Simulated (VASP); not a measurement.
Runs of VASP 6.6.1 on Al. The structure is that of space group P6_3/mmc (No. 194), or close to it. The cells are those of the table. 

| cell | k mesh | gap on the mesh (eV) | pressure (GPa) |
| --- | --- | --- | --- |
| a = 2.815, b = 2.815, c = 9.242 Å, angles 90.0, 90.0, 120.0°, 4 atoms | 18 × 18 × 6 | none | (a) |
| a = 2.697, b = 2.697, c = 8.856 Å, angles 90.0, 90.0, 120.0°, 4 atoms | 18 × 18 × 6 | none | 14.4 |
| a = 2.871, b = 2.871, c = 9.107 Å, angles 90.0, 90.0, 120.0°, 4 atoms | 24 × 24 × 6 | none | (b) |
| a = 2.787, b = 2.787, c = 9.311 Å, angles 90.0, 90.0, 120.0°, 4 atoms | 24 × 24 × 6 | none | 1.1 |
| a = 2.815, b = 2.815, c = 9.334 Å, angles 90.0, 90.0, 120.0°, 4 atoms | 21 × 21 × 6 | none | -0.9 |

Alike in all rows: task single point; level PBE+D3(BJ); potentials or basis VASP PAW PBE potentials, release 64 (Al); no spin polarisation; cutoff (eV) 520; smearing gaussian 0.1 eV.

Question: Fill in the values left out.

Answer: (a) 0.0; (b) -2.0.

Caveats: pairwise dispersion overbinds metals, which lowers pressure and volume.

A gap of «none» marks levels without a gap at the run's occupations.
